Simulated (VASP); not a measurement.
Here is a VASP 6.6.1 calculation.

INCAR

```
PREC = Accurate
ENCUT = 520
EDIFF = 1E-6
ISMEAR = 0
SIGMA = 0.1
LREAL = False
LASPH = True
NELM = 60
ALGO = Fast
ISIF = 2
LWAVE = False
LCHARG = False
GGA = PE
NBANDS = 10
```

Contents of KPOINTS:

```
regular mesh
0
Gamma
  6 6 6
```

The input POSCAR:

```
Os
1.0
    2.6271930395      0.0000000000      0.0000000000
    0.0000000000      2.6271930395      0.0000000000
    0.0000000000      0.0000000000      2.4524314340
Os
1
Direct
    0.0000000000      0.0000000000      0.5000000000
```

Potentials or basis: VASP PAW PBE potentials, release 64 (Os).

Command:

```sh
$ cat potpaw_PBE.64/Os/POTCAR > POTCAR
$ mpirun -np 1 vasp_std > vasp.out
```

(1) Estimate the band gap on the k mesh.

(2) Estimate the pressure.

Results:

(1) zero (bands 4 and 5 overlap by 5.23 eV).

(2) -0.3 GPa.

Caveat: the k points lie up to 0.43 Å⁻¹ apart, too coarse for converged energies and pressures of a metal; spin-orbit coupling is left out, which moves the levels of the heavy elements.
